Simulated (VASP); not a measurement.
A run of VASP 6.6.1 is set up as follows.

The input INCAR:

```
ALGO     = Normal         # electronic algorithm
EDIFF    = 1E-6           # SCF threshold, eV
ENCUT    = 500            # plane-wave cutoff, eV
GGA_COMPAT= False        
ISIF     = 2              # what is computed and relaxed
ISMEAR   = 0              # smearing method
LASPH    = True           # aspherical terms in the spheres
LCHARG   = False          # write CHGCAR
LREAL    = False          # projectors in reciprocal space
LWAVE    = False          # write WAVECAR
NBANDS   = 16             # bands
NELM     = 120            # most SCF steps
PREC     = Accurate       # precision mode
SIGMA    = 0.02           # smearing width, eV
```

Contents of KPOINTS:

```
k-points
0
Gamma
  10 10 10
```

POSCAR

```
ZnS
1.0
    0.0000000000      2.6483452349      2.6483452349
    2.6483452349      0.0000000000      2.6483452349
    2.6483452349      2.6483452349      0.0000000000
Zn S
1 1
Direct
    0.0000000000      0.0000000000      0.0000000000
    0.2500000000      0.2500000000      0.2500000000
```

Potentials or basis: VASP PAW LDA potentials, release 64 (Zn, S).

Command:

```console
$ cat potpaw_LDA.64/Zn/POTCAR potpaw_LDA.64/S/POTCAR > POTCAR
$ mpirun -np 1 vasp_std > vasp.out
```

Problem. What does it give for the band gap on the k mesh?

Solution. 2.16 eV.

Problem. Predict the pressure.

Solution. 0.2 GPa.
